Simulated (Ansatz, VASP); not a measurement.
## Sb: VASP beside Ansatz

INCAR

```
ALGO     = Normal         # electronic algorithm
EDIFF    = 1E-7           # SCF threshold, eV
ENCUT    = 520            # plane-wave cutoff, eV
GGA      = PS             # functional
ISIF     = 2              # what is computed and relaxed
ISMEAR   = -1             # smearing method
LASPH    = T              # aspherical terms in the spheres
LCHARG   = F              # write CHGCAR
LREAL    = F              # projectors in reciprocal space
LWAVE    = F              # write WAVECAR
NBANDS   = 8              # bands
NELM     = 80             # most SCF steps
PREC     = Accurate       # precision mode
SIGMA    = 0.05           # smearing width, eV
```

KPOINTS

```
k-points
0
Gamma
  19 19 19
```

The input POSCAR:

```
Sb
1.0
   -1.5448500000      1.4952500000      2.4800000000
    1.4952500000     -1.5448500000      2.4800000000
    1.5147500000      1.5147500000     -2.5101000000
Sb
1
Direct
    0.0000000000      0.0000000000      0.0000000000
```

Input for Ansatz:

```yaml
crystal:
  lattice:
    - [-1.54485, 1.49525, 2.48]
    - [1.49525, -1.54485, 2.48]
    - [1.51475, 1.51475, -2.5101]
  atoms:
    - { symbol: Sb, position: [0.0, 0.0, 0.0] }
kpoints:
  mp_grid: { grid: [19, 19, 19] }
  band_path:
    path:
      - [0.0, 0.0, 0.0]
      - [0.5, 0.5, -0.5]
      - [0.1775915354, 0.8224084646, -0.5]
      - [-0.1775915354, 0.1775915354, 0.5]
      - [0.0, 0.0, 0.5]
      - [0.0, 0.0, 0.0]
      - [-0.5, 0.5, 0.0]
      - [0.0, 0.5, 0.0]
      - [0.0, 0.0, 0.0]
    npoints: 5
scf:
  occupations: { method: fermi_dirac, width: 0.05 }
hamiltonian:
  xc: pbesol
  pseudopotentials: { kind: all_electron, lapw: { basis_error: 0.00025 } }
output:
  forces: true
  stress: true
  eigenvalues: true
```

Change from the starting cell: equal xy, yz and zx shear strains of -2 %.

Alike in both runs: task single point; functional PBEsol; k mesh 19 × 19 × 19; occupations fermi-dirac, width 0.05 eV; no spin polarisation.

|  | VASP | Ansatz |
| --- | --- | --- |
| version | VASP 6.6.1 | Ansatz 0.2.0 |
| potentials or method | VASP PAW PBE potentials, release 64 (Sb), cutoff 520 eV | all-electron LAPW, scalar-relativistic |

|  | VASP | Ansatz | Ansatz less VASP |
| --- | --- | --- | --- |
| pressure (GPa) | 15.4 | 15.2 | -0.20 |
| traceless stress, the component that is largest in VASP (GPa) | -0.94 | -0.84 | +0.107 |

VASP's potentials were made for PBE, not for PBEsol. Ansatz ran all-electron here, and VASP with PAW potentials.

Neither program's run includes spin-orbit coupling.
